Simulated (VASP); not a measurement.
The system is PF2.

```
CELL_PARAMETERS angstrom
3.92535 0.00000 0.00000
-1.96268 3.39946 0.00000
0.00000 0.00000 2.83095
ATOMIC_POSITIONS crystal
P 0.00000 0.00000 0.00000
F 0.33333 0.66667 0.50000
F 0.66667 0.33333 0.50000
```

The cell was built from a structure type or drawn by symmetry, and may not be a known phase.

- Program: VASP 6.6.1
- Task: relaxation of cell and atoms
- Functional: PBE
- Dispersion: D3(BJ)
- Potentials or basis: VASP PAW PBE potentials, release 64 (P, F)
- Cutoff: 600 eV
- k mesh: 6 × 6 × 6
- Occupations: gaussian, width 0.1 eV
- Spin: no spin polarisation

At the start: pressure -10.3 GPa; volume 12.59 Å³/atom.

Question: Where does the relaxation end?

Answer: Over 8 steps the energy falls by 254.1 meV/atom and the volume is 10.47 Å³/atom (-16.9 %); space group P6/mmm (No. 191, to 0.1 Å) before and after.

Step by step:
| step | energy change (eV) | largest force (eV/Å) | pressure (GPa) | volume (Å³) |
| --- | --- | --- | --- | --- |
| 1 | 0.0000 | 0.0000 | -10.29 | 37.78 |
| 2 | -0.7207 | 0.0000 | -6.31 | 33.33 |
| 3 | -0.7360 | 0.0000 | -4.76 | 32.82 |
| 4 | -0.7364 | 0.0000 | -4.46 | 32.72 |
| 5 | -0.7602 | 0.0000 | 1.66 | 31.01 |
| 6 | -0.7615 | 0.0000 | 0.34 | 31.32 |
| 7 | -0.7620 | 0.0000 | -0.14 | 31.44 |
| 8 | -0.7622 | 0.0000 | -0.01 | 31.40 |

Final structure:
```yaml
crystal:
  lattice:
    - [3.86772, 0.00000, 0.00000]
    - [-1.93386, 3.34955, 0.00000]
    - [0.00000, 0.00000, 2.42386]
  atoms:
    - { symbol: P, position: [0.00000, 0.00000, 0.00000] }
    - { symbol: F, position: [0.33333, 0.66667, 0.50000] }
    - { symbol: F, position: [0.66667, 0.33333, 0.50000] }
```

Caveat: the k points lie up to 0.43 Å⁻¹ apart in the final cell, too coarse for converged energies and pressures of a metal; the volume moved by over 15 % at a fixed basis, so the end points are rough; an odd number of electrons without spin polarisation forces a metal; a magnetic or distorted state may lie lower.
